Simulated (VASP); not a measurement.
Set up this calculation in VASP 6.6.1, as the native input.

```
Task                   : dielectric tensor
Functional             : r2SCAN
Potentials or basis    : VASP PAW PBE potentials, release 64 (Cd, F)
Cutoff                 : 520 eV
k mesh                 : 6 × 6 × 6
Occupations            : gaussian, width 0.01 eV
Spin                   : no spin polarisation
Dipole correction      : no
Further INCAR settings : ALGO = Normal; EDIFF = 1e-08
```

The structure of CdF2 lies in POSCAR:

```
CdF2
1.0
    0.0000000000      2.6825811146      2.6825811146
    2.6825811146      0.0000000000      2.6825811146
    2.6825811146      2.6825811146      0.0000000000
Cd F
1 2
Direct
    0.0000000000      0.0000000000      0.0000000000
    0.2500000000      0.2500000000      0.2500000000
    0.7500000000      0.7500000000      0.7500000000
```

One way to write it, as run:

INCAR

```
SYSTEM = CdF2
PREC = Accurate
ENCUT = 520
EDIFF = 1E-8
ISMEAR = 0
SIGMA = 0.01
LREAL = .False.
LASPH = .True.
NELM = 80
ALGO = Normal
ISIF = 2
LWAVE = .False.
LCHARG = .False.
METAGGA = R2SCAN
LMIXTAU = .True.
LCALCEPS = .True.
```

KPOINTS

```
regular mesh
0
Gamma
  6 6 6
  0 0 0
```

Potentials or basis: VASP PAW PBE potentials, release 64 (Cd, F).

Command:

```bash
$ cat potpaw_PBE.64/Cd/POTCAR potpaw_PBE.64/F/POTCAR > POTCAR
$ mpirun -np 1 vasp_std > vasp.out
```

Results of the run:

```
Band gap on the k mesh                  : 3.82 eV (least direct gap 4.28 eV)
Electronic dielectric tensor (diagonal) : 2.60
Born charges (mean of the diagonal)     : Cd +2.41; F -1.20 e
```

Wall time 27 min on 1 thread of Intel(R) Xeon(R) Platinum 8259CL CPU @ 2.50GHz (Skylake/Cascade Lake), with other jobs on the host, peak memory 0.33 GiB.
